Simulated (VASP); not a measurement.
Runs of VASP 6.6.1 on CaSe. The structure is that of space group F-43m (No. 216), or close to it. The cells are those of the table. 

```tsv
level	cell	gap on the mesh (eV)	pressure (GPa)
r2SCAN	a = 4.729 Å, angles 60.0°, 2 atoms	3.50	-1.7
PBE	a = 4.612 Å, angles 60.0°, 2 atoms	(b)	1.2
PBE	a = 4.659 Å, angles 60.0°, 2 atoms	3.16	0.1
PBE	a = 4.751 Å, angles 60.0°, 2 atoms	2.99	(a)
PBE	a = 4.564 Å, angles 60.0°, 2 atoms	(c)	2.4
```

Alike in all rows: task single point; potentials or basis VASP PAW PBE potentials, release 64 (Ca_sv, Se); no spin polarisation; k mesh 6 × 6 × 6; cutoff (eV) 520; smearing gaussian 0.01 eV.

Problem. Estimate the missing entries.

Solution. (a) -1.6; (b) 3.26; (c) 3.35.

Caveats: the PAW data sets were made with another functional, which shifts forces and pressure a little (some runs).

A k mesh can miss the band edges, and the runs leave out spin-orbit coupling on Se.
